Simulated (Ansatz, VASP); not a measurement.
CaO in VASP and in Ansatz

```
Ca O
1.0
     3.99198    0.00000    0.00000
    -1.99599    3.45715    0.00000
     0.00000    0.00000    4.78484
Ca O
2 2
Direct
  0.33333 0.66667 0.75000
  0.66667 0.33333 0.25000
  0.33333 0.66667 0.25000
  0.66667 0.33333 0.75000
```

Alike in both runs: task relaxation of cell and atoms; functional PBE; k mesh 6 × 6 × 6; occupations gaussian, width 0.02 eV; no spin polarisation.

|  | VASP | Ansatz |
| --- | --- | --- |
| version | VASP 6.6.1 | Ansatz 0.2.0 |
| potentials or method | VASP PAW PBE potentials, release 64 (Ca_sv, O), cutoff 600 eV | scalar-relativistic, plane waves, PAW |
| valence electrons in the cell | 32 | 32 |

```tsv
	VASP	Ansatz	Ansatz less VASP
gap on the k mesh at the Fermi level, each at its own relaxed structure (eV)	3.11	3.14	+0.031
relaxed volume (Å³/atom)	16.77	16.69	-0.076
relaxed cell length with the largest relative difference (Å)	4.011	4.004	-0.0066
```
